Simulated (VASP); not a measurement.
# In2Au in VASP: a series of runs

In2Au is run at these levels: LDA; tasks: electric field gradients.

All numbers are computed with VASP 6.6.1; they aren't measurements. Logs are shortened: lines on timing, memory, paths and dates and some standing lists are left out, and cuts for length are marked.

## 1. The cell of the first run

The structure is cubic, space group Fm-3m (No. 225). The conventional cell has a = 6.630 Å, b = 6.630 Å, c = 6.630 Å, α = 90.00°, β = 90.00°, γ = 90.00°. Within 3.8 Å of In (site symmetry -43m) lie 4 Au at 2.87 Å and 6 In at 3.31 Å. Au (site symmetry m-3m) has 8 In at 2.87 Å within 3.8 Å.

## 2. Electric field gradients, LDA (volume scaled by 1.06)

Contents of INCAR:

```
ALGO = Normal
EDIFF = 1E-8
ENCUT = 520
GGA = CA
ISIF = 2
ISMEAR = -1
LASPH = T
LCHARG = F
LEFG = T
LREAL = F
LWAVE = F
NBANDS = 26
NELM = 100
PREC = Accurate
SIGMA = 0.05
```

Contents of KPOINTS:

```
k-points
0
Gamma
  10 10 10
```

Contents of POSCAR:

```
In2Au
1.0
    0.0000000000      3.3147612857      3.3147612857
    3.3147612857      0.0000000000      3.3147612857
    3.3147612857      3.3147612857      0.0000000000
In Au
2 1
Direct
    0.2500000000      0.2500000000      0.2500000000
    0.7500000000      0.7500000000      0.7500000000
    0.0000000000      0.0000000000      0.0000000000
```

Potentials or basis: VASP PAW LDA potentials, release 64 (In_d, Au).

On the command line:

```console
> cat potpaw_LDA.64/In_d/POTCAR potpaw_LDA.64/Au/POTCAR > POTCAR
> mpirun -np 1 vasp_std > vasp.out
```

OUTCAR:

```text
EDIFF = 1E-8
   ENCUT = 520
   GGA = CA
   ISIF = 2
   ISMEAR = -1
   LASPH = T
   LREAL = F
   NELM = 100
   PREC = Accurate

 ion  position               nearest neighbor table
   1  0.250  0.250  0.250-   3 2.87   3 2.87   3 2.87   3 2.87   2 3.31   2 3.31   2 3.31   2 3.31
                             2 3.31   2 3.31
   2  0.750  0.750  0.750-   3 2.87   3 2.87   3 2.87   3 2.87   1 3.31   1 3.31   1 3.31   1 3.31
                             1 3.31   1 3.31
   3  0.000  0.000  0.000-   1 2.87   2 2.87   2 2.87   2 2.87   2 2.87   1 2.87   1 2.87   1 2.87

  LATTYP: Found a face centered cubic cell.
 ALAT       =     6.6295225714

  Lattice vectors:

 A1 = (   0.0000000000,   3.3147612857,   3.3147612857)
 A2 = (   3.3147612857,   0.0000000000,   3.3147612857)
 A3 = (   3.3147612857,   3.3147612857,   0.0000000000)

Analysis of symmetry for initial positions (statically):
=====================================================================
 Subroutine PRICEL returns:
 Original cell was already a primitive cell.

 Routine SETGRP: Setting up the symmetry group for a
 face centered cubic supercell.

 Subroutine GETGRP returns: Found 48 space group operations
 (whereof 48 operations were pure point group operations)
 out of a pool of 48 trial point group operations.

The static configuration has the point symmetry O_h .

Analysis of symmetry for dynamics (positions and initial velocities):
=====================================================================
 Subroutine PRICEL returns:
 Original cell was already a primitive cell.

 Routine SETGRP: Setting up the symmetry group for a
 face centered cubic supercell.

 Subroutine GETGRP returns: Found 48 space group operations
 (whereof 48 operations were pure point group operations)
 out of a pool of 48 trial point group operations.

The dynamic configuration has the point symmetry O_h .

 Subroutine INISYM returns: Found 48 space group operations
 (whereof 48 operations are pure point group operations),
 and found     1 'primitive' translations

----------------------------------------------------------------------------------------

                                     Primitive cell

  volume of cell :      72.8428

  direct lattice vectors                    reciprocal lattice vectors
[... 124 lines left out ...]
   NGX = 17   NGY = 17   NGZ = 17

 number of electron      37.0000015 magnetization

 Free energy of the ion-electron system (eV)
  ---------------------------------------------------
  ext. energy  EPLUGINS =         0.00000000
  ---------------------------------------------------
  free energy    TOTEN  =       -11.61410153 eV

  energy without entropy =      -11.60303875  energy(sigma->0) =      -11.60857014

 E-fermi :   7.1243     XC(G=0): -10.7465

 val. band max:        7.0802692637   @ k =   0.3000   0.2000   0.0000
 cond. band min:       7.1710531297   @ k =   0.5000   0.2000   0.1000
 fundamental gap:      0.0907838660
 Fermi energy:         7.1243060844

 k-point     1 :       0.0000    0.0000    0.0000
  band No.  band energies     occupation
      1      -7.5673      2.00000
      2      -7.5673      2.00000
      3      -7.4350      2.00000
      4      -7.4350      2.00000
      5      -7.4350      2.00000
      6      -7.1953      2.00000
[... 685 lines left out ...]
     25      16.6036      0.00000
     26      16.9978      0.00000

 [... further k-points ...]
[... 5 lines left out ...]
  --------------------------------------------------------------------------------------
  -------------------------------------------------------------------------------------
  Total       -2.1141822     -2.1141822     -2.1141822     -0.0000000     -0.0000000      0.0000000
  in kB      -46.5014209    -46.5014209    -46.5014209     -0.0000000     -0.0000000      0.0000000
  external PRESSURE =     -46.5014209 kB  Pullay stress =       0.0000000 kB

 VOLUME and BASIS-vectors are now :
 -----------------------------------------------------------------------------
  energy-cutoff  :      520.00
  volume of cell :       72.84
      direct lattice vectors                 reciprocal lattice vectors
     0.000000000  3.314761286  3.314761286    -0.150840425  0.150840425  0.150840425
     3.314761286  0.000000000  3.314761286     0.150840425 -0.150840425  0.150840425
     3.314761286  3.314761286  0.000000000     0.150840425  0.150840425 -0.150840425

 POSITION                                       TOTAL-FORCE (eV/Angst)
 -----------------------------------------------------------------------------------
      1.65738      1.65738      1.65738         0.000000     -0.000000      0.000000
      4.97214      4.97214      4.97214        -0.000000     -0.000000     -0.000000
      0.00000      0.00000      0.00000         0.000000      0.000000     -0.000000
 -----------------------------------------------------------------------------------
    total drift:                                0.000000      0.000000      0.000000

  FREE ENERGIE OF THE ION-ELECTRON SYSTEM (eV)
  ---------------------------------------------------
  free  energy   TOTEN  =       -11.6141015331 eV

  energy  without entropy=      -11.6030387548  energy(sigma->0) =      -11.60857014

 Electric field gradients (V/A^2)
---------------------------------------------------------------------
 ion       V_xx      V_yy      V_zz      V_xy      V_xz      V_yz
---------------------------------------------------------------------
   1       0.000     0.000    -0.000     0.002     0.002     0.002
   2       0.000     0.000    -0.000     0.002     0.002     0.002
   3       0.000    -0.000    -0.000     0.001     0.001     0.001
---------------------------------------------------------------------

 Electric field gradients after diagonalization (V/A^2)
 (convention: |V_zz| > |V_xx| > |V_yy|)
----------------------------------------------------------------------
 ion       V_xx      V_yy      V_zz     asymmetry (V_yy - V_xx)/ V_zz
----------------------------------------------------------------------
   1      -0.002    -0.002     0.005       0.000
   2      -0.002    -0.002     0.005       0.000
   3      -0.001    -0.001     0.001       0.000
----------------------------------------------------------------------

           NMR quadrupolar parameters

 Cq : quadrupolar parameter    Cq=e*Q*V_zz/h
 eta: asymmetry parameters     (V_yy - V_xx)/ V_zz
 Q  : nuclear electric quadrupole moment in mb (millibarn)
----------------------------------------------------------------------
 ion       Cq(MHz)       eta       Q (mb)
----------------------------------------------------------------------
   1       0.000       0.000       1.000
   2       0.000       0.000       1.000
   3       0.000       0.000       1.000
----------------------------------------------------------------------
```

Run time: 64 s. Hardware: 1 thread of AMD EPYC 9R14 (Zen 4), shared host; peak memory 0.19 GiB.

What came out:

```
Free energy : -11.6141 eV
Pressure    : -4.7 GPa
```

Levels at points of the mesh, in eV from the Fermi level:
```
           k point  band 15  band 16  band 17  band 18  band 19  band 20  band 21  band 22  band 23  band 24
(0.00, 0.00, 0.00)    -4.55    -4.55    -0.11     2.95     2.95     2.95     3.66     3.66     3.66     3.87
(0.50, 0.00, 0.00)    -4.56    -4.56    -4.47     0.90     0.90     1.41     2.66     3.50     3.50     8.83
(0.50, 0.50, 0.00)    -4.73    -4.57    -4.08    -1.69    -1.69    -0.52     2.40     8.54     8.54     9.49
```

Caveat: without QUAD_EFG the Cq values of the log hold for a quadrupole moment of 1 mb, not for the nuclei; spin-orbit coupling is left out, which moves the levels of the heavy elements.

## 3. Electric field gradients, LDA (equal xx and yy strain of -1 %)

Contents of INCAR:

```
  ALGO = Normal
  EDIFF = 1E-8
  ENCUT = 520
  GGA = CA
  ISIF = 2
  ISMEAR = -1
  LASPH = True
  LCHARG = False
  LEFG = True
  LREAL = False
  LWAVE = False
  NBANDS = 26
  NELM = 100
  PREC = Accurate
  SIGMA = 0.05
```

KPOINTS is that of step 2.

Contents of POSCAR:

```
In2Au
1.0
    0.0000000000      3.2184900000      3.2510000000
    3.2184900000      0.0000000000      3.2510000000
    3.2184900000      3.2184900000      0.0000000000
In Au
2 1
Direct
    0.2500000000      0.2500000000      0.2500000000
    0.7500000000      0.7500000000      0.7500000000
    0.0000000000      0.0000000000      0.0000000000
```

Potentials or basis: VASP PAW LDA potentials, release 64 (In_d, Au).

On the command line:

```console
> cat potpaw_LDA.64/In_d/POTCAR potpaw_LDA.64/Au/POTCAR > POTCAR
> mpirun -np 1 vasp_std > vasp.out
```

OUTCAR:

```text
EDIFF = 1E-8
   ENCUT = 520
   GGA = CA
   ISIF = 2
   ISMEAR = -1
   LASPH = True
   LREAL = False
   NELM = 100
   PREC = Accurate

 ion  position               nearest neighbor table
   1  0.250  0.250  0.250-   3 2.80   3 2.80   3 2.80   3 2.80   2 3.22   2 3.22   2 3.22   2 3.22
                             2 3.25   2 3.25
   2  0.750  0.750  0.750-   3 2.80   3 2.80   3 2.80   3 2.80   1 3.22   1 3.22   1 3.22   1 3.22
                             1 3.25   1 3.25
   3  0.000  0.000  0.000-   1 2.80   2 2.80   2 2.80   2 2.80   2 2.80   1 2.80   1 2.80   1 2.80

  LATTYP: Found a body centered tetragonal cell.
 ALAT       =     4.5516322084
 C/A-ratio  =     1.4284985479

[... 922 lines left out ...]
 ion       V_xx      V_yy      V_zz      V_xy      V_xz      V_yz
---------------------------------------------------------------------
   1      -0.525    -0.525     1.049     0.001     0.001     0.001
   2      -0.525    -0.525     1.049     0.001     0.001     0.001
   3       2.087     2.087    -4.174    -0.000     0.000     0.000
---------------------------------------------------------------------

 Electric field gradients after diagonalization (V/A^2)
 (convention: |V_zz| > |V_xx| > |V_yy|)
----------------------------------------------------------------------
 ion       V_xx      V_yy      V_zz     asymmetry (V_yy - V_xx)/ V_zz
----------------------------------------------------------------------
   1      -0.526    -0.524     1.049       0.002
   2      -0.526    -0.524     1.049       0.002
   3       2.087     2.087    -4.174       0.000
----------------------------------------------------------------------

           NMR quadrupolar parameters

 Cq : quadrupolar parameter    Cq=e*Q*V_zz/h
 eta: asymmetry parameters     (V_yy - V_xx)/ V_zz
 Q  : nuclear electric quadrupole moment in mb (millibarn)
----------------------------------------------------------------------
 ion       Cq(MHz)       eta       Q (mb)
----------------------------------------------------------------------
   1       0.003       0.002       1.000
   2       0.003       0.002       1.000
   3      -0.010       0.000       1.000
----------------------------------------------------------------------
```

OSZICAR:

```text
N       E                     dE             d eps       ncg     rms          rms(c)
DAV:   1     0.341446244140E+03    0.34145E+03   -0.17726E+04  5352   0.189E+03
DAV:   2     0.180621902677E+02   -0.32338E+03   -0.31058E+03  5410   0.442E+02
DAV:   3    -0.115393744923E+02   -0.29602E+02   -0.29130E+02  6210   0.147E+02
DAV:   4    -0.124365659781E+02   -0.89719E+00   -0.89503E+00  6444   0.259E+01
DAV:   5    -0.124785497134E+02   -0.41984E-01   -0.41981E-01  7880   0.509E+00    0.871E+00
DAV:   6    -0.117773205237E+02    0.70123E+00   -0.27187E+00  5640   0.126E+01    0.485E+00
DAV:   7    -0.117169762888E+02    0.60344E-01   -0.14406E-01  7262   0.465E+00    0.278E+00
DAV:   8    -0.116945883098E+02    0.22388E-01   -0.37454E-02  7064   0.217E+00    0.281E-01
DAV:   9    -0.116933741561E+02    0.12142E-02   -0.57005E-03  7210   0.110E+00    0.244E-01
DAV:  10    -0.116933368960E+02    0.37260E-04   -0.50149E-04  6246   0.240E-01    0.516E-02
DAV:  11    -0.116933372363E+02   -0.34031E-06   -0.15696E-05  7672   0.336E-02    0.181E-02
DAV:  12    -0.116933386031E+02   -0.13668E-05   -0.26003E-06  5834   0.127E-02    0.399E-03
DAV:  13    -0.116933386139E+02   -0.10796E-07   -0.41543E-07  7056   0.670E-03    0.125E-03
DAV:  14    -0.116933386139E+02   -0.28194E-10   -0.29620E-08  5236   0.153E-03
   1 F= -.11693339E+02 E0= -.11688860E+02  d E =-.895817E-02
```

Run time: 6.6 min. Hardware: 1 thread of AMD EPYC 7R13, shared host; peak memory 0.26 GiB.

What came out:

```yaml
Free_energy: -11.6933 eV
Pressure: 0.3 GPa
```

Electric field gradients, principal values (V/Å²):
```tsv
atom	least	middle	greatest (by size)
1 In	-0.524	-0.526	1.049
2 In	-0.524	-0.526	1.049
3 Au	2.087	2.087	-4.174
```

Caveat: the cell differs from its parent crystal (equal xx and yy strain of -1 %); without QUAD_EFG the Cq values of the log hold for a quadrupole moment of 1 mb, not for the nuclei; spin-orbit coupling is left out, which moves the levels of the heavy elements.
